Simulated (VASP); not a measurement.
A run of VASP 6.6.1 is set up as follows.

Contents of INCAR:

```
SYSTEM = La
PREC     = Accurate       ! precision mode
ENCUT    = 520            ! plane-wave cutoff, eV
EDIFF    = 1E-6           ! SCF threshold, eV
ISMEAR   = -1             ! smearing method
SIGMA    = 0.05           ! smearing width, eV
LREAL    = .FALSE.        ! projectors in reciprocal space
LASPH    = .TRUE.         ! aspherical terms in the spheres
NELM     = 150            ! most SCF steps
ALGO     = Normal         ! electronic algorithm
ISIF     = 2              ! what is computed and relaxed
LWAVE    = .FALSE.        ! write WAVECAR
LCHARG   = .FALSE.        ! write CHGCAR
ISPIN    = 2              ! spin polarisation
MAGMOM   = 0.279          ! initial moments
LORBIT   = 11             ! projections on sites
LMAXMIX  = 6              ! l up to which the mixer works
GGA      = PE             ! functional
NBANDS   = 16             ! bands
```

File KPOINTS:

```
Automatic mesh
0
G
  17 17 17
  0 0 0
```

Contents of POSCAR:

```
La
1.0
   -2.0280109086      2.0280109086      2.0280109086
    2.0280109086     -2.0280109086      2.0280109086
    2.0280109086      2.0280109086     -2.0280109086
La
1
Direct
    0.0000000000      0.0000000000      0.0000000000
```

Potentials or basis: VASP PAW PBE potentials, release 64 (La).

The run is started by

```bash
$ cat potpaw_PBE.64/La/POTCAR > POTCAR
$ mpirun -np 1 vasp_std > vasp.out
```

Q: What does it give for the net moment?

A: 0.33 μB per cell.

Q: What does it give for the site moments?

A: La +0.16 μB.
